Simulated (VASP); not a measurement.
CaMg3, 4 atoms in the cell. Symmetry: P-6m2, No. 187, hexagonal system. The conventional cell has a = 3.409 Å, b = 3.409 Å, c = 10.881 Å, α = 90.00°, β = 90.00°, γ = 120.00°. Within 4.5 Å of Ca (site symmetry -6m2) lie 6 Ca at 3.41 Å and 6 Mg at 3.49 Å. Within 4.2 Å of Mg (site symmetry -6m2) lie 12 Mg at 3.23 to 3.41 Å. Mg (site symmetry 3m) has 9 Mg at 3.23 to 3.41 Å and 3 Ca at 3.49 Å within 4.2 Å. 

| Item | Value |
| --- | --- |
| Program | VASP 6.6.1 |
| Task | single point |
| Functional | PBEsol |
| Potentials or basis | VASP PAW PBE potentials, release 64 (Ca_sv, Mg) |
| Cutoff | 520 eV |
| k mesh | 8 × 8 × 2 |
| Occupations | fermi-dirac, width 0.15 eV |
| Spin | no spin polarisation |
| Dipole correction | no |
| Further INCAR settings | ALGO = Normal; EDIFF = 1e-06; NBANDS = 16 |

Potentials or basis: VASP PAW PBE potentials, release 64 (Ca_sv, Mg).

Command:

```console
$ cat potpaw_PBE.64/Ca_sv/POTCAR potpaw_PBE.64/Mg/POTCAR > POTCAR
$ mpirun -np 1 vasp_std > vasp.out
```

Hardware: 1 thread of Intel Xeon 8259CL, on a shared host.

Estimate the wall time of this run.

It took 100 s on 1 thread of Intel Xeon 8259CL, with other jobs on the host, peak memory 0.25 GiB. Counts: scf iterations 14, k points 20.
